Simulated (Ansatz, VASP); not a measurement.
**Two plane-wave programs on SiC**

```xyz
4
Lattice="1.5169 0.8758 5.2328 -1.5169 0.8758 5.2328 0.0000 -1.7516 5.2328" Properties=species:S:1:pos:R:3 pbc="T T T"
C     0.0000    0.0000    7.0591
C     0.0000    0.0000    8.6394
Si    0.0000    0.0000   14.5291
Si    0.0000    0.0000    1.1694
```

Alike in both runs: task single point; functional PBE; k mesh 8 × 8 × 8; no spin polarisation.

```csv
,VASP,Ansatz
version,VASP 6.6.1,Ansatz 0.2.0
potentials or method,"VASP PAW PBE potentials, release 64 (C, Si)","plane waves, PAW"
plane-wave cutoff (eV),520,420
occupations,"gaussian, width 0.01 eV",fixed
valence electrons in the cell,16,16
```

|  | VASP | Ansatz | Ansatz less VASP |
| --- | --- | --- | --- |
| gap on the k mesh at the Fermi level (eV) | 0.32 | 0.32 | +0.002 |
| pressure (GPa) | 13.7 | 13.7 | +0.05 |
| rms of the force components (eV/Å) | 0.129 | 0.124 | -0.0047 |
